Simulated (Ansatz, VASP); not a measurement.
# Two plane-wave programs on FeIN3O3

The input INCAR:

```
ALGO = Normal
EDIFF = 1E-6
ENCUT = 520
GGA = CA
ISIF = 2
ISMEAR = -1
LASPH = True
LCHARG = False
LREAL = Auto
LWAVE = False
NBANDS = 62
NELM = 60
PREC = Accurate
SIGMA = 0.0554
```

The input KPOINTS:

```
k-points
0
Gamma
  3 3 3
```

Contents of POSCAR:

```
FeIN3O3
1.0
    7.6635296700      0.0000000000      0.0000000000
   -3.8317648300      6.6368126600      0.0000000000
    0.0000000000      0.0000000000      6.4559792100
Fe I O N
2 2 6 6
Direct
    0.6667000000      0.3333000000      0.2898700000
    0.3334000000      0.6667000000      0.7898700000
    0.6667000000      0.3333000000      0.6626000000
    0.3334000000      0.6667000000      0.1626000000
    0.8637000000      0.7274000000      0.0581000000
    0.1363000000      0.8637000000      0.5581000000
    0.2726000000      0.1363000000      0.0581000000
    0.1363000000      0.2726000000      0.5581000000
    0.8637000000      0.1363000000      0.0581000000
    0.7274000000      0.8637000000      0.5581000000
    0.7935000000      0.5869000000      0.1828000000
    0.2066000000      0.7935000000      0.6828000000
    0.4131000000      0.2066000000      0.1828000000
    0.2065000000      0.4131000000      0.6828000000
    0.7934000000      0.2065000000      0.1828000000
    0.5869000000      0.7934000000      0.6828000000
```

Input for Ansatz:

```yaml
crystal:
  lattice:
    - [7.66352967, 0.0, 0.0]
    - [-3.83176483, 6.63681266, 0.0]
    - [0.0, 0.0, 6.45597921]
  atoms:
    - { symbol: Fe, position: [0.6667, 0.3333, 0.28987] }
    - { symbol: Fe, position: [0.3334, 0.6667, 0.78987] }
    - { symbol: I, position: [0.6667, 0.3333, 0.6626] }
    - { symbol: I, position: [0.3334, 0.6667, 0.1626] }
    - { symbol: O, position: [0.8637, 0.7274, 0.0581] }
    - { symbol: O, position: [0.1363, 0.8637, 0.5581] }
    - { symbol: O, position: [0.2726, 0.1363, 0.0581] }
    - { symbol: O, position: [0.1363, 0.2726, 0.5581] }
    - { symbol: O, position: [0.8637, 0.1363, 0.0581] }
    - { symbol: O, position: [0.7274, 0.8637, 0.5581] }
    - { symbol: "N", position: [0.7935, 0.5869, 0.1828] }
    - { symbol: "N", position: [0.2066, 0.7935, 0.6828] }
    - { symbol: "N", position: [0.4131, 0.2066, 0.1828] }
    - { symbol: "N", position: [0.2065, 0.4131, 0.6828] }
    - { symbol: "N", position: [0.7934, 0.2065, 0.1828] }
    - { symbol: "N", position: [0.5869, 0.7934, 0.6828] }
  symmetry: { tolerance: 0.0003 }
kpoints:
  mp_grid: { grid: [3, 3, 3], shift: [0, 0, 0] }
magnetization:
  spin_polarized: false
scf:
  occupations: { method: fermi_dirac, width: 0.0554 }
  lower_state_search: "off"
  max_iter: 200
hamiltonian:
  pseudopotentials: { kind: paw }
  xc: lda
basis:
  ecutwfc: 420
  fft_grid_basis: typed
output:
  forces: true
  stress: true
  eigenvalues: true
  bader: true
  populations: true
  elf: true
  write_potential: true
  volumetric_format: npy
  dos:
    e_range: [-12, 8]
    de: 0.05
    projected: { site_lists: { Fe: [Fe], I: [I], "N": ["N"], O: [O] } }
checkpoint:
  read: saved_state
```

Alike in both runs: task single point; functional LDA; k mesh 3 × 3 × 3; occupations fermi-dirac, width 0.0554 eV; no spin polarisation.

|  | VASP | Ansatz |
| --- | --- | --- |
| version | VASP 6.6.1 | Ansatz 0.2.0 |
| potentials or method | VASP PAW LDA potentials, release 64 (Fe, I, O, N), cutoff 520 eV | PAW plane waves |
| valence electrons in the cell | 96 | 132 |

Ansatz gave:

```
pressure (GPa)                                                : -14.3
traceless stress, the component that is largest in VASP (GPa) : 2.80
rms of the force components (eV/Å)                            : 2.799
```

Question: Which values does VASP return?

Answer: Pressure (GPa): -13.3; traceless stress, the component that is largest in VASP (GPa): 2.94; rms of the force components (eV/Å): 2.454.

LDA's correlation is that of Perdew and Zunger in VASP and of Perdew and Wang (1992) in Ansatz. Atom by atom the forces differ by 0.382 eV/Å (rms over components). VASP's potentials hold 96 valence electrons a cell and Ansatz's 132, so a difference there can come from the potentials and not from the codes. Ansatz's warnings: structure snapped to symmetry.

Spin-orbit coupling is off throughout. Noted on VASP's run: the standard files for N, O and F lose accuracy on very short bonds.
